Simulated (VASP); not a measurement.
## SiC: single point with PBE

SiC:

```
Si C
1.0
     3.07600    0.00000    0.00000
    -1.53800    2.66389    0.00000
     0.00000    0.00000    5.04800
Si C
2 2
Direct
  0.27702 0.55405 0.00000
  0.72298 0.44595 0.50000
  0.38473 0.76945 0.38500
  0.61527 0.23055 0.88500
```

This cell differs from its parent crystal: atoms displaced along a vibrational mode.

```yaml
Program: VASP 6.6.1
Task: single point
Functional: PBE
Potentials_or_basis: VASP PAW PBE potentials, release 64 (Si, C)
Cutoff: 520 eV
k_mesh: 12 × 12 × 6
Occupations: gaussian, width 0.05 eV
Spin: no spin polarisation
```

```json
{"Pressure": "2.0 GPa", "Largest force": "1.900 eV/Å", "Band gap on the k mesh": "1.36 eV (least direct gap 3.64 eV)"}
```

Forces in eV/Å, atoms in the order of the input:
```
Si   0.000  1.712  0.825
Si   0.000 -1.712  0.825
C    0.000 -1.011 -0.825
C    0.000  1.011 -0.825
```

Stress tensor (GPa, compression positive):
```
3.70 0.00 0.00
0.00 0.92 0.00
0.00 0.00 1.47
```

Levels at points of the mesh, in eV from the valence-band top:
```tsv
k point	band 6	band 7	band 8	band 9	band 10	band 11
(0.00, 0.00, 0.00)	-1.35	-0.84	0.00	4.66	4.79	5.70
(0.50, 0.00, 0.00)	-3.77	-3.11	-2.44	2.88	2.88	4.88
(0.00, 0.50, 0.00)	-4.10	-4.07	-2.15	1.70	4.68	6.50
(0.00, 0.00, 0.50)	-1.58	-1.29	-1.29	5.16	5.16	6.42
(0.50, 0.00, 0.50)	-3.47	-2.27	-2.27	2.34	2.34	4.32
(0.00, 0.50, 0.50)	-3.28	-2.20	-2.20	2.36	2.36	3.83
```

Wall time 52 s on 1 thread of Intel(R) Xeon(R) Platinum 8259CL CPU @ 2.50GHz (Skylake/Cascade Lake), with other jobs on the host, peak memory 0.22 GiB.

Caveat: the cell differs from its parent crystal (atoms displaced along a vibrational mode); forces of over 1 eV/Å act on the atoms, so gaps and moduli don't describe the material at rest. A k mesh can miss the band edges.
